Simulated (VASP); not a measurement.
# TiC in VASP: a series of runs, part 2 of 2

VASP 6.6.1.

### 3 Single point, PBE+D3(BJ)

This run uses another cell than the first one.

Input file INCAR:

```
  ALGO = Normal
  DIPOL = 0.5 0.5 0.500
  EDIFF = 1E-6
  ENCUT = 520
  GGA = PE
  IDIPOL = 3
  ISIF = 2
  ISMEAR = 0
  IVDW = 12
  LASPH = T
  LCHARG = F
  LDIPOL = T
  LREAL = Auto
  LWAVE = F
  NBANDS = 150
  NELM = 100
  PREC = Accurate
  SIGMA = 0.1
```

Input file KPOINTS:

```
k-points
0
Gamma
  3 3 1
```

Input file POSCAR:

```
TiC
1.0
    6.0686302234      0.0000000000      0.0000000000
    0.0000000000      6.0686302234      0.0000000000
    0.0000000000      0.0000000000     22.4367543752
Ti C
16 16
Direct
    0.2500000000      0.2500000000      0.3565578098
    0.2500000000      0.7500000000      0.3565578098
    0.7500000000      0.2500000000      0.3565578098
    0.7500000000      0.7500000000      0.3565578098
    0.5000000000      0.5000000000      0.4521859366
    0.5000000000      0.0000000000      0.4521859366
    0.0000000000      0.5000000000      0.4521859366
    0.0000000000      0.0000000000      0.4521859366
    0.7500000000      0.7500000000      0.5468691874
    0.7500000000      0.2500000000      0.5468691874
    0.2500000000      0.7500000000      0.5468691874
    0.2500000000      0.2500000000      0.5468691874
    0.0000000000      0.0000000000      0.6402363843
    0.0000000000      0.5000000000      0.6402363843
    0.5000000000      0.0000000000      0.6402363843
    0.5000000000      0.5000000000      0.6402363843
    0.5000000000      0.5000000000      0.3565578098
    0.5000000000      0.0000000000      0.3565578098
    0.0000000000      0.5000000000      0.3565578098
    0.0000000000      0.0000000000      0.3565578098
    0.7500000000      0.7500000000      0.4521859366
    0.7500000000      0.2500000000      0.4521859366
    0.2500000000      0.7500000000      0.4521859366
    0.2500000000      0.2500000000      0.4521859366
    0.0000000000      0.0000000000      0.5476255692
    0.0000000000      0.5000000000      0.5476255692
    0.5000000000      0.0000000000      0.5476255692
    0.5000000000      0.5000000000      0.5476255692
    0.2500000000      0.2500000000      0.6458485916
    0.2500000000      0.7500000000      0.6458485916
    0.7500000000      0.2500000000      0.6458485916
    0.7500000000      0.7500000000      0.6458485916
```

Potentials or basis: VASP PAW PBE potentials, release 64 (Ti_sv, C).

The run is started by

```console
cat potpaw_PBE.64/Ti_sv/POTCAR potpaw_PBE.64/C/POTCAR > POTCAR
mpirun -np 1 vasp_std > vasp.out
```

OUTCAR:

```text
EDIFF = 1E-6
   ENCUT = 520
   GGA = PE
   ISIF = 2
   ISMEAR = 0
   IVDW = 12
   LASPH = T
   LREAL = Auto
   NELM = 100
   PREC = Accurate
 IVDW          = 12

 ion  position               nearest neighbor table
   1  0.250  0.250  0.357-  17 2.15  18 2.15  19 2.15  20 2.15  24 2.15
   2  0.250  0.750  0.357-  17 2.15  18 2.15  19 2.15  20 2.15  23 2.15
   3  0.750  0.250  0.357-  17 2.15  18 2.15  19 2.15  20 2.15  22 2.15
   4  0.750  0.750  0.357-  17 2.15  18 2.15  19 2.15  20 2.15  21 2.15
   5  0.500  0.500  0.452-  28 2.14  22 2.15  23 2.15  24 2.15  21 2.15  17 2.15
   6  0.500  0.000  0.452-  27 2.14  22 2.15  23 2.15  24 2.15  21 2.15  18 2.15
   7  0.000  0.500  0.452-  26 2.14  22 2.15  23 2.15  24 2.15  21 2.15  19 2.15
   8  0.000  0.000  0.452-  25 2.14  22 2.15  23 2.15  24 2.15  21 2.15  20 2.15
   9  0.750  0.750  0.547-  21 2.12  25 2.15  26 2.15  27 2.15  28 2.15  32 2.22
  10  0.750  0.250  0.547-  22 2.12  25 2.15  26 2.15  27 2.15  28 2.15  31 2.22
  11  0.250  0.750  0.547-  23 2.12  25 2.15  26 2.15  27 2.15  28 2.15  30 2.22
  12  0.250  0.250  0.547-  24 2.12  25 2.15  26 2.15  27 2.15  28 2.15  29 2.22
  13  0.000  0.000  0.640-  25 2.08  29 2.15  30 2.15  31 2.15  32 2.15
  14  0.000  0.500  0.640-  26 2.08  29 2.15  30 2.15  31 2.15  32 2.15
  15  0.500  0.000  0.640-  27 2.08  29 2.15  30 2.15  31 2.15  32 2.15
  16  0.500  0.500  0.640-  28 2.08  29 2.15  30 2.15  31 2.15  32 2.15
  17  0.500  0.500  0.357-   1 2.15   2 2.15   3 2.15   4 2.15   5 2.15
[... 22 lines left out ...]
 A1 = (   6.0686302234,   0.0000000000,   0.0000000000)
 A2 = (   0.0000000000,   6.0686302234,   0.0000000000)
 A3 = (   0.0000000000,   0.0000000000,  22.4367543752)

Analysis of symmetry for initial positions (statically):
=====================================================================
 Subroutine PRICEL returns following result:

  LATTYP: Found a simple tetragonal cell.
 ALAT       =     3.0343151117
 C/A-ratio  =     7.3943389362

  Lattice vectors:

 A1 = (   3.0343151117,   0.0000000000,   0.0000000000)
 A2 = (   0.0000000000,   3.0343151117,   0.0000000000)
 A3 = (   0.0000000000,   0.0000000000,  22.4367543752)

   4 primitive cells build up your supercell.

 Routine SETGRP: Setting up the symmetry group for a
 simple tetragonal supercell.

 Subroutine GETGRP returns: Found  8 space group operations
 (whereof  8 operations were pure point group operations)
 out of a pool of 16 trial point group operations.

The static configuration has the point symmetry C_4v.

Analysis of symmetry for dynamics (positions and initial velocities):
=====================================================================
 Subroutine PRICEL returns following result:

  LATTYP: Found a simple tetragonal cell.
 ALAT       =     3.0343151117
 C/A-ratio  =     7.3943389362

  Lattice vectors:

 A1 = (   3.0343151117,   0.0000000000,   0.0000000000)
 A2 = (   0.0000000000,   3.0343151117,   0.0000000000)
 A3 = (   0.0000000000,   0.0000000000,  22.4367543752)

   4 primitive cells build up your supercell.

 Routine SETGRP: Setting up the symmetry group for a
 simple tetragonal supercell.

 Subroutine GETGRP returns: Found  8 space group operations
 (whereof  8 operations were pure point group operations)
 out of a pool of 16 trial point group operations.

[... 73 lines left out ...]
   number of dos      NEDOS =    301   number of ions     NIONS =     32
   total plane-waves  NPLWV = 387072
   dimension x,y,z NGX =    48 NGY =   48 NGZ =  168
   dimension x,y,z NGXF=    96 NGYF=   96 NGZF=  336
   ions per type =              16  16
   NGX,Y,Z   is equivalent  to a cutoff of  13.15, 13.15, 12.45 a.u.
   NGXF,Y,Z  is equivalent  to a cutoff of  26.30, 26.30, 24.90 a.u.
 SYSTEM =  unknown system
   PREC   = accura    normal or accurate (medium, high low for compatibility)
   ISTART =      0    job   : 0-new  1-cont  2-samecut
   ICHARG =      2    charge: 1-file 2-atom 10-const
   ISPIN  =      1    spin polarized calculation?
   LNONCOLLINEAR =      F non collinear calculations
   LSORBIT =      F    spin-orbit coupling
   LASPH  =      T    aspherical Exc in radial PAW
   ENCUT  =  520.0 eV  38.22 Ry    6.18 a.u.  11.28 11.28 41.72*2*pi/ulx,y,z
   NELM   =    100;   NELMIN=  2; NELMDL= -5     # of ELM steps
   EDIFF  = 0.1E-05   stopping-criterion for ELM
   LREAL  =      T    real-space projection
   EDIFFG = 0.1E-04   stopping-criterion for IOM
   NSW    =      0    number of steps for IOM
   IBRION =     -1    ionic relax: 0-MD 1-quasi-New 2-CG
   NFREE  =      0    steps in history (QN), initial steepest desc. (CG)
   ISIF   =      2    stress and relaxation
   ISYM   =      2    0-nonsym 1-usesym 2-fastsym
   POTIM  = 0.5000    time-step for ionic-motion
   TEBEG  =    0.0;   TEEND  =   0.0 temperature during run
   PSTRESS=    0.0 pullay stress
   NELECT =     256.0000    total number of electrons
   NUPDOWN=      -1.0000    fix difference up-down
   EMIN   =  10.00;   EMAX   =-10.00  energy-range for DOS
   EFERMI =   0.00;   METHOD = LEGACY
   ISMEAR =     0;   SIGMA  =   0.10  broadening in eV -4-tet -1-fermi 0-gaus
   EFERMI_NEDOS =   21; number of points for ismear=-14 and -15
   IALGO  =     38    algorithm
   IMIX   =      4    mixing-type and parameters
     AMIX     =   0.40;   BMIX     =  1.00
     AMIX_MAG =   1.60;   BMIX_MAG =  1.00
  volume/ion in A,a.u.               =      25.82       174.26
  Fermi-wavevector in a.u.,A,eV,Ry     =   1.107748  2.093340 16.695790  1.227106
  Thomas-Fermi vector in A             =   2.244266
   LORBIT       =      0    0 simple, 1 ext, 2 COOP (PROOUT), +10 PAW based schemes
   GGA     = PE    functional components
   LHFCALC =     F    Hartree Fock is set to
   AEXX    =    0.0000 exact exchange contribution
   IVDW    =    12    specifies the selected vdW correction
   LEPSILON=     F    determine dielectric tensor
   LRPA    =     F    only Hartree local field effects (RPA)
 non-spin polarized calculation
 Gauss-broadening in eV      SIGMA  =   0.10
  energy-cutoff  :      520.00
  volume of cell :      826.31
 maximum number of plane-waves:     22268
 NGX is ok and might be reduce to    48
   NGX = 23   NGY = 23   NGZ = 83

 dipolmoment           0.000000      0.000000     -0.024058 electrons x Angstroem

 number of electron     256.0000018 magnetization

 dipolmoment           0.000000      0.000000      0.091981 electrons x Angstroem

 Free energy of the ion-electron system (eV)
  ---------------------------------------------------
  ext. energy  EPLUGINS =         0.00000000
  ---------------------------------------------------
  free energy    TOTEN  =      -291.54174379 eV

  energy without entropy =     -291.49670440  energy(sigma->0) =     -291.51922409

 E-fermi :   1.0125     XC(G=0):  -5.7235

 val. band max:        0.9934235266   @ k =   0.0000   0.0000   0.0000
 cond. band min:       1.0759193856   @ k =   0.0000   0.0000   0.0000
 fundamental gap:      0.0824958590
 Fermi energy:         1.0124727321

 k-point     1 :       0.0000    0.0000    0.0000
  band No.  band energies     occupation
      1     -55.4365      2.00000
      2     -55.4016      2.00000
      3     -55.4016      2.00000
      4     -55.3752      2.00000
      5     -55.3658      2.00000
      6     -55.3111      2.00000
[... 418 lines left out ...]
    139       2.8495      0.00000
    140       3.1075      0.00000
 [bands above 140 left out]

------------------------ aborting loop because EDIFF is reached ----------------------------------------

 vacuum level on the upper side and lower side of the slab       (xc-potential included)         0.130        -0.311

 Edisp (eV)  -10.89051

 E8    (eV) :    -4.8385

  FORCE on cell =-STRESS in cart. coord.  units (eV):
  Direction    XX          YY          ZZ          XY          YZ          ZX
  --------------------------------------------------------------------------------------
  -------------------------------------------------------------------------------------
  Total     -13.46273   -13.46273    -2.47708     0.00000     0.00000    -0.00000
  in kB     -26.10372   -26.10372    -4.80296     0.00000     0.00000    -0.00000
  external pressure =      -19.00 kB  Pullay stress =        0.00 kB

 VOLUME and BASIS-vectors are now :
 -----------------------------------------------------------------------------
  energy-cutoff  :      520.00
  volume of cell :      826.31
      direct lattice vectors                 reciprocal lattice vectors
     6.068630223  0.000000000  0.000000000     0.164781831  0.000000000  0.000000000
     0.000000000  6.068630223  0.000000000     0.000000000  0.164781831  0.000000000
     0.000000000  0.000000000 22.436754375     0.000000000  0.000000000  0.044569726

 POSITION                                       TOTAL-FORCE (eV/Angst)
 -----------------------------------------------------------------------------------
      1.51716      1.51716      8.00000         0.000000     -0.000000      1.511059
      1.51716      4.55147      8.00000         0.000000      0.000000      1.511059
      4.55147      1.51716      8.00000        -0.000000     -0.000000      1.511059
      4.55147      4.55147      8.00000         0.000000      0.000000      1.511059
      3.03432      3.03432     10.14558        -0.000000     -0.000000      0.151977
      3.03432      0.00000     10.14558         0.000000     -0.000000      0.151977
[... 24 lines left out ...]
      4.55147      1.51716     14.49075         0.000000      0.000000      0.000095
      4.55147      4.55147     14.49075        -0.000000      0.000000      0.000095
 -----------------------------------------------------------------------------------
    total drift:                                0.000000      0.000000     -0.094637

  FREE ENERGIE OF THE ION-ELECTRON SYSTEM (eV)
  ---------------------------------------------------
  free  energy   TOTEN  =      -302.4322546631 eV

  energy  without entropy=     -302.3872152782  energy(sigma->0) =     -302.40973497

 vacuum level on the upper side and lower side of the slab         5.510         5.056
```

It took 41 min on 1 thread of Intel Xeon 8259CL, shared host; peak memory 0.88 GiB.

What came out:

| Quantity | Value |
| --- | --- |
| Free energy | -302.4323 eV |
| Largest force | 1.511 eV/Å |
| Band gap on the k mesh | zero (bands 128 and 129 overlap by 0.16 eV) |
| Dispersion energy per atom | -0.340 eV |

Forces on the atoms (eV/Å):
```
Ti   0.000  0.000  1.511
Ti   0.000  0.000  1.511
Ti   0.000  0.000  1.511
Ti   0.000  0.000  1.511
Ti   0.000  0.000  0.152
Ti   0.000  0.000  0.152
Ti   0.000  0.000  0.152
Ti   0.000  0.000  0.152
Ti   0.000  0.000  0.021
Ti   0.000  0.000  0.021
Ti   0.000  0.000  0.021
Ti   0.000  0.000  0.021
Ti   0.000  0.000  0.005
Ti   0.000  0.000  0.005
Ti   0.000  0.000  0.005
Ti   0.000  0.000  0.005
C    0.000  0.000 -1.223
C    0.000  0.000 -1.223
C    0.000  0.000 -1.223
C    0.000  0.000 -1.223
C    0.000  0.000 -0.463
C    0.000  0.000 -0.463
C    0.000  0.000 -0.463
C    0.000  0.000 -0.463
C    0.000  0.000 -0.003
C    0.000  0.000 -0.003
C    0.000  0.000 -0.003
C    0.000  0.000 -0.003
C    0.000  0.000  0.000
C    0.000  0.000  0.000
C    0.000  0.000  0.000
C    0.000  0.000  0.000
```

Levels at points of the mesh, in eV from the Fermi level:
```tsv
k point	band 124	band 125	band 126	band 127	band 128	band 129	band 130	band 131	band 132	band 133
(0.00, 0.00, 0.00)	-0.10	-0.02	-0.02	0.06	0.13	0.28	0.55	0.55	0.70	1.44
```

The gap in the log of VASP goes by the Fermi energy; the results here count the filled bands.